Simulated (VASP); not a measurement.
# AlNi (NiAl (Pm-3m)) (Pm-3m) in VASP: a series of runs

The runs below take AlNi (NiAl (Pm-3m)) through single point, relaxation of cell and atoms, with PBE.

All numbers are computed with VASP 6.6.1; they aren't measurements. Logs are shortened: lines on timing, memory, paths and dates and some standing lists are left out, and cuts for length are marked.

### 1 The cell of the first run

It takes space group Pm-3m (No. 221, cubic). Conventional cell: a = 3.003 Å, b = 3.003 Å, c = 3.003 Å, α = 90.00°, β = 90.00°, γ = 90.00°. Al (site symmetry m-3m) has 8 Ni at 2.60 Å and 6 Al at 3.00 Å within 3.4 Å. Ni (site symmetry m-3m) has 8 Al at 2.60 Å and 6 Ni at 3.00 Å within 3.4 Å.

### 2 Single point, PBE

File INCAR:

```
  PREC = Accurate
  ENCUT = 600
  EDIFF = 1E-6
  ISMEAR = -1
  SIGMA = 1.0
  LREAL = F
  LASPH = T
  NELM = 120
  ALGO = Normal
  ISIF = 2
  LWAVE = F
  LCHARG = F
  GGA = PE
  NBANDS = 14
  GGA_COMPAT = F
```

File KPOINTS:

```
regular mesh
0
Gamma
  13 13 13
```

File POSCAR:

```
AlNi
1.0
    3.0027573722      0.0000000000      0.0000000000
    0.0000000000      3.0027573722      0.0000000000
    0.0000000000      0.0000000000      3.0027573722
Al Ni
1 1
Direct
    0.5000000000      0.5000000000      0.5000000000
    0.0000000000      0.0000000000      0.0000000000
```

Potentials or basis: VASP PAW PBE potentials, release 64 (Al, Ni).

On the command line:

```bash
$ cat potpaw_PBE.64/Al/POTCAR potpaw_PBE.64/Ni/POTCAR > POTCAR
$ mpirun -np 1 vasp_std > vasp.out
```

OUTCAR:

```text
PREC = Accurate
   ENCUT = 600
   EDIFF = 1E-6
   ISMEAR = -1
   LREAL = F
   LASPH = T
   NELM = 120
   ISIF = 2
   GGA = PE

 ion  position               nearest neighbor table
   1  0.500  0.500  0.500-   2 2.60   2 2.60   2 2.60   2 2.60   2 2.60   2 2.60   2 2.60   2 2.60

   2  0.000  0.000  0.000-   1 2.60   1 2.60   1 2.60   1 2.60   1 2.60   1 2.60   1 2.60   1 2.60

  LATTYP: Found a simple cubic cell.
 ALAT       =     3.0027573722

  Lattice vectors:

 A1 = (   3.0027573722,   0.0000000000,   0.0000000000)
 A2 = (   0.0000000000,   3.0027573722,   0.0000000000)
 A3 = (   0.0000000000,   0.0000000000,   3.0027573722)

Analysis of symmetry for initial positions (statically):
=====================================================================
 Subroutine PRICEL returns:
 Original cell was already a primitive cell.

 Routine SETGRP: Setting up the symmetry group for a
 simple cubic supercell.

 Subroutine GETGRP returns: Found 48 space group operations
 (whereof 48 operations were pure point group operations)
 out of a pool of 48 trial point group operations.

The static configuration has the point symmetry O_h .

Analysis of symmetry for dynamics (positions and initial velocities):
=====================================================================
 Subroutine PRICEL returns:
 Original cell was already a primitive cell.

 Routine SETGRP: Setting up the symmetry group for a
 simple cubic supercell.

 Subroutine GETGRP returns: Found 48 space group operations
 (whereof 48 operations were pure point group operations)
 out of a pool of 48 trial point group operations.

The dynamic configuration has the point symmetry O_h .

 Subroutine INISYM returns: Found 48 space group operations
 (whereof 48 operations are pure point group operations),
 and found     1 'primitive' translations

----------------------------------------------------------------------------------------

                                     Primitive cell

  volume of cell :      27.0745

  direct lattice vectors                    reciprocal lattice vectors
     3.002757372  0.000000000  0.000000000     0.333027240  0.000000000  0.000000000
     0.000000000  3.002757372  0.000000000     0.000000000  0.333027240  0.000000000
     0.000000000  0.000000000  3.002757372     0.000000000  0.000000000  0.333027240

  length of vectors
     3.002757372  3.002757372  3.002757372     0.333027240  0.333027240  0.333027240

  position of ions in fractional coordinates (direct lattice)
     0.500000000  0.500000000  0.500000000
     0.000000000  0.000000000  0.000000000

  ion indices of the primitive-cell ions
   primitive index   ion index
                 1           1
                 2           2

----------------------------------------------------------------------------------------

 KPOINTS: regular mesh

Automatic generation of k-mesh.
 Grid dimensions read from file:
 generate k-points for:   13   13   13

 Generating k-lattice:

  Cartesian coordinates                     Fractional coordinates (reciprocal lattice)
     0.025617480  0.000000000  0.000000000     0.076923077  0.000000000  0.000000000
     0.000000000  0.025617480  0.000000000     0.000000000  0.076923077  0.000000000
     0.000000000  0.000000000  0.025617480     0.000000000  0.000000000  0.076923077

  Length of vectors
     0.025617480  0.025617480  0.025617480

  Shift w.r.t. Gamma in fractional coordinates (k-lattice)
     0.000000000  0.000000000  0.000000000

 Subroutine IBZKPT returns following result:
 ===========================================

 Found     84 irreducible k-points:

 Following reciprocal coordinates:
            Coordinates               Weight
  0.000000  0.000000  0.000000      1.000000
  0.076923  0.000000  0.000000      6.000000
  0.153846  0.000000  0.000000      6.000000
  0.230769  0.000000  0.000000      6.000000
  0.307692  0.000000  0.000000      6.000000
  0.384615  0.000000  0.000000      6.000000
[... 16 lines left out ...]
  0.307692  0.307692  0.000000     12.000000
  0.384615  0.307692  0.000000     24.000000
 [... further k-points ...]
   k-points           NKPTS =     84   k-points in BZ     NKDIM =     84   number of bands    NBANDS=     14
   number of dos      NEDOS =    301   number of ions     NIONS =      2
   total plane-waves  NPLWV =  13824
   dimension x,y,z NGX =    24 NGY =   24 NGZ =   24
   dimension x,y,z NGXF=    48 NGYF=   48 NGZF=   48
   ions per type =               1   1
   NGX,Y,Z   is equivalent  to a cutoff of  13.29, 13.29, 13.29 a.u.
   NGXF,Y,Z  is equivalent  to a cutoff of  26.57, 26.57, 26.57 a.u.
 SYSTEM =  unknown system
   PREC   = accura    normal or accurate (medium, high low for compatibility)
   ISTART =      0    job   : 0-new  1-cont  2-samecut
   ICHARG =      2    charge: 1-file 2-atom 10-const
   ISPIN  =      1    spin polarized calculation?
   LNONCOLLINEAR =      F non collinear calculations
   LSORBIT =      F    spin-orbit coupling
   LASPH  =      T    aspherical Exc in radial PAW
   ENCUT  =  600.0 eV  44.10 Ry    6.64 a.u.   6.00  6.00  6.00*2*pi/ulx,y,z
   NELM   =    120;   NELMIN=  2; NELMDL= -5     # of ELM steps
   EDIFF  = 0.1E-05   stopping-criterion for ELM
   LREAL  =      F    real-space projection
   EDIFFG = 0.1E-04   stopping-criterion for IOM
   NSW    =      0    number of steps for IOM
   IBRION =     -1    ionic relax: 0-MD 1-quasi-New 2-CG
   NFREE  =      0    steps in history (QN), initial steepest desc. (CG)
   ISIF   =      2    stress and relaxation
   ISYM   =      2    0-nonsym 1-usesym 2-fastsym
   POTIM  = 0.5000    time-step for ionic-motion
   TEBEG  =    0.0;   TEEND  =   0.0 temperature during run
   PSTRESS=    0.0 pullay stress
   NELECT =      13.0000    total number of electrons
   NUPDOWN=      -1.0000    fix difference up-down
   EMIN   =  10.00;   EMAX   =-10.00  energy-range for DOS
   EFERMI =   0.00;   METHOD = LEGACY
   ISMEAR =    -1;   SIGMA  =   1.00  broadening in eV -4-tet -1-fermi 0-gaus
   EFERMI_NEDOS =   21; number of points for ismear=-14 and -15
   IALGO  =     38    algorithm
   IMIX   =      4    mixing-type and parameters
     AMIX     =   0.40;   BMIX     =  1.00
     AMIX_MAG =   1.60;   BMIX_MAG =  1.00
  volume/ion in A,a.u.               =      13.54        91.35
  Fermi-wavevector in a.u.,A,eV,Ry     =   1.281944  2.422523 22.359547  1.643380
  Thomas-Fermi vector in A             =   2.414284
   LORBIT       =      0    0 simple, 1 ext, 2 COOP (PROOUT), +10 PAW based schemes
   GGA     = PE    functional components
   LHFCALC =     F    Hartree Fock is set to
   AEXX    =    0.0000 exact exchange contribution
   IVDW    =     0    specifies the selected vdW correction
   LEPSILON=     F    determine dielectric tensor
   LRPA    =     F    only Hartree local field effects (RPA)
 non-spin polarized calculation
  energy-cutoff  :      600.00
  volume of cell :       27.07
 maximum number of plane-waves:       923
 NGX is ok and might be reduce to    24
   NGX = 11   NGY = 11   NGZ = 11

 number of electron      12.9999994 magnetization

 Free energy of the ion-electron system (eV)
  ---------------------------------------------------
  ext. energy  EPLUGINS =         0.00000000
  ---------------------------------------------------
  free energy    TOTEN  =       -12.24655032 eV

  energy without entropy =       -8.31585196  energy(sigma->0) =      -10.28120114

 E-fermi :   9.0010     XC(G=0): -11.4880

 val. band max:        8.9488048036   @ k =   0.3077   0.2308   0.1538
 cond. band min:       9.0928184777   @ k =   0.3846   0.3077   0.3077
 fundamental gap:      0.1440136741
 Fermi energy:         9.0010054113

 k-point     1 :       0.0000    0.0000    0.0000
  band No.  band energies     occupation
      1      -1.7697      1.99996
      2       5.3717      1.94830
      3       5.3717      1.94830
      4       6.6502      1.82600
      5       6.6502      1.82600
      6       6.6502      1.82600
      7      13.5070      0.02185
      8      13.5070      0.02185
      9      13.5070      0.02185
     10      16.1610      0.00155
     11      16.1610      0.00155
     12      20.0932      0.00003
     13      28.0496      0.00000
     14      28.0496      0.00000

 k-point     2 :       0.0769    0.0000    0.0000
  band No.  band energies     occupation
      1      -1.6697      1.99995
      2       5.3692      1.94843
      3       5.3905      1.94735
      4       6.6142      1.83163
      5       6.6142      1.83163
      6       6.6540      1.82540
      7      12.4682      0.06052
      8      13.6350      0.01924
      9      13.6350      0.01924
     10      16.1823      0.00152
     11      17.0379      0.00065
     12      20.5034      0.00002
     13      26.8604      0.00000
     14      26.8604      0.00000

 k-point     3 :       0.1538    0.0000    0.0000
  band No.  band energies     occupation
      1      -1.3713      1.99994
      2       5.3363      1.95005
      3       5.4434      1.94457
      4       6.5180      1.84588
      5       6.5180      1.84588
      6       6.6644      1.82373
      7      10.7982      0.28439
      8      14.0082      0.01329
      9      14.0082      0.01329
     10      16.2454      0.00143
     11      18.1113      0.00022
     12      21.8597      0.00001
     13      25.0387      0.00000
     14      25.0387      0.00000
[... 324 lines left out ...]
 k-point    23 :       0.3077    0.3077    0.0000
  band No.  band energies     occupation
      1       1.2561      1.99913
      2       4.9949      1.96424
      3       5.5923      1.93595
      4       6.0632      1.89937
      5       6.3184      1.87198
      6       6.3780      1.86465
      7       8.4454      1.27086
      8      10.1833      0.46929
      9      14.8243      0.00590
     10      17.0557      0.00064
     11      19.3659      0.00006
     12      22.2933      0.00000
     13      23.4980      0.00000
     14      24.0399      0.00000

 k-point    24 :       0.3846    0.3077    0.0000
  band No.  band energies     occupation
      1       2.0066      1.99817
      2       4.6079      1.97558
      3       5.7251      1.92719
      4       6.0649      1.89921
      5       6.2526      1.87965
      6       6.3765      1.86484
      7       7.8252      1.52838
      8      10.4515      0.37985
      9      13.4416      0.02330
     10      17.8761      0.00028
     11      19.8849      0.00004
     12      21.3426      0.00001
     13      23.3771      0.00000
     14      23.7187      0.00000

 [... further k-points ...]

------------------------ aborting loop because EDIFF is reached ----------------------------------------

  FORCE on cell =-STRESS in cart. coord.  units (eV):
  Direction    XX          YY          ZZ          XY          YZ          ZX
  --------------------------------------------------------------------------------------
  -------------------------------------------------------------------------------------
  Total        0.0069347      0.0069347      0.0069347      0.0000000      0.0000000      0.0000000
  in kB        0.4103720      0.4103720      0.4103720      0.0000000      0.0000000      0.0000000
  external PRESSURE =       0.4103720 kB  Pullay stress =       0.0000000 kB

 VOLUME and BASIS-vectors are now :
 -----------------------------------------------------------------------------
  energy-cutoff  :      600.00
  volume of cell :       27.07
      direct lattice vectors                 reciprocal lattice vectors
     3.002757372  0.000000000  0.000000000     0.333027240  0.000000000  0.000000000
     0.000000000  3.002757372  0.000000000     0.000000000  0.333027240  0.000000000
     0.000000000  0.000000000  3.002757372     0.000000000  0.000000000  0.333027240

 POSITION                                       TOTAL-FORCE (eV/Angst)
 -----------------------------------------------------------------------------------
      1.50138      1.50138      1.50138         0.000000      0.000000      0.000000
      0.00000      0.00000      0.00000         0.000000      0.000000      0.000000
 -----------------------------------------------------------------------------------
    total drift:                                0.000000      0.000000      0.000000

  FREE ENERGIE OF THE ION-ELECTRON SYSTEM (eV)
  ---------------------------------------------------
  free  energy   TOTEN  =       -12.2465503168 eV

  energy  without entropy=       -8.3158519614  energy(sigma->0) =      -10.28120114
```

Wall time 26 s (1 thread of Intel Xeon 8259CL, shared host); peak memory 0.16 GiB.

Results:

```
Free energy : -12.2466 eV
Pressure    : 0.0 GPa
```

Levels at points of the mesh, in eV from the Fermi level:
| k point | band 4 | band 5 | band 6 | band 7 | band 8 | band 9 | band 10 | band 11 |
| --- | --- | --- | --- | --- | --- | --- | --- | --- |
| (0.00, 0.00, 0.00) | -2.35 | -2.35 | -2.35 | 4.51 | 4.51 | 4.51 | 7.16 | 7.16 |

(Continued in part 2 of 2.)
